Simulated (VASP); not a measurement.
CdSe (rocksalt type): single point with LDA

Crystal: CdSe (rocksalt type).

```xyz
2
Lattice="0.0000 2.4931 2.4931 2.4931 0.0000 2.4931 2.4931 2.4931 0.0000" Properties=species:S:1:pos:R:3 pbc="T T T"
Cd    0.0000    0.0000    0.0000
Se    2.4931    2.4931    2.4931
```

This cell differs from its parent crystal: volume scaled by 0.72.

* Program: VASP 6.6.1
* Task: single point
* Functional: LDA
* Potentials or basis: VASP PAW LDA potentials, release 64 (Cd, Se)
* Cutoff: 520 eV
* k mesh: 12 × 12 × 12
* Occupations: fermi-dirac, width 0.05 eV
* Spin: no spin polarisation
* Dipole correction: no
* Further INCAR settings: ALGO = Normal; EDIFF = 1e-06; NBANDS = 16

```yaml
Pressure: 59.7 GPa
Band_gap_on_the_k_mesh: zero (band 9 reaches 7.34 eV, above the bottom of band 10 at 6.34 eV)
```

Levels at points of the mesh, in eV from the Fermi level:
```
           k point  band 5  band 6  band 7  band 8  band 9  band 10  band 11  band 12  band 13  band 14
(0.00, 0.00, 0.00)   -9.73   -9.73   -1.69   -1.69   -1.69     2.13     8.79     8.79     8.79     9.04
(0.50, 0.00, 0.00)   -9.27   -9.27   -7.32    0.04    0.04     2.23     4.61     4.61     9.21    13.02
(0.50, 0.50, 0.00)   -9.11   -7.72   -7.52   -4.28   -4.28    -0.95     4.59    12.64    13.34    13.34
```

Run time: 29 s on 1 thread of Intel(R) Xeon(R) Platinum 8259CL CPU @ 2.50GHz (Skylake/Cascade Lake), on a shared host, peak memory 0.16 GiB.
